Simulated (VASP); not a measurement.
Crystal: MnSi4C.

```
Mn Si C
1.0
     0.00000    3.63668    3.63668
     3.63668    0.00000    3.63668
     3.63668    3.63668    0.00000
Mn Si C
1 4 1
Direct
  0.75000 0.75000 0.75000
  0.87549 0.37484 0.37484
  0.37484 0.37484 0.37484
  0.37484 0.87549 0.37484
  0.37484 0.37484 0.87549
  0.00000 0.00000 0.00000
```

The cell was generated, and may not be a known phase.

```yaml
Program: VASP 6.6.1
Task: relaxation of cell and atoms
Functional: PBE
Potentials_or_basis: VASP PAW PBE potentials, release 64 (Mn_pv, Si, C)
Cutoff: 600 eV
k_mesh: 4 × 4 × 4
Occupations: gaussian, width 0.1 eV
Spin: collinear spin, ferromagnetic start
Starting_moments: "[4.0, 0.0, 0.0, 0.0, 0.0, 0.0] μB"
```

At the start: pressure -11.0 GPa; volume 16.03 Å³/atom.

Where does the relaxation end?

Over 9 steps the energy falls by 114.5 meV/atom and the volume is 13.66 Å³/atom (-14.8 %); space group F-43m (No. 216, to 0.1 Å) before and after; moment 2.88 μB per cell.

The path:
| step | energy change (eV) | largest force (eV/Å) | pressure (GPa) | volume (Å³) |
| --- | --- | --- | --- | --- |
| 1 | 0.0000 | 0.0381 | -11.02 | 96.19 |
| 2 | 0.4300 | 0.1112 | 1.54 | 81.64 |
| 3 | -0.6790 | 0.0054 | -1.78 | 83.10 |
| 4 | -0.6855 | 0.0123 | -0.88 | 82.30 |
| 5 | -0.6867 | 0.0147 | -0.57 | 82.04 |
| 6 | -0.6868 | 0.0138 | -0.53 | 82.01 |
| 7 | -0.6868 | 0.0277 | -0.54 | 82.00 |
| 8 | -0.6869 | 0.0263 | -0.52 | 81.98 |
| 9 | -0.6871 | 0.0217 | -0.45 | 81.93 |

Final structure:
```yaml
crystal:
  lattice:
    - [0.00000, 3.44727, 3.44727]
    - [3.44727, 0.00000, 3.44727]
    - [3.44727, 3.44727, 0.00000]
  atoms:
    - { symbol: Mn, position: [0.75000, 0.75000, 0.75000] }
    - { symbol: Si, position: [0.87567, 0.37478, 0.37478] }
    - { symbol: Si, position: [0.37478, 0.37478, 0.37478] }
    - { symbol: Si, position: [0.37478, 0.87567, 0.37478] }
    - { symbol: Si, position: [0.37478, 0.37478, 0.87567] }
    - { symbol: C, position: [0.00000, 0.00000, 0.00000] }
```

Caveat: the k points lie up to 0.39 Å⁻¹ apart in the final cell.
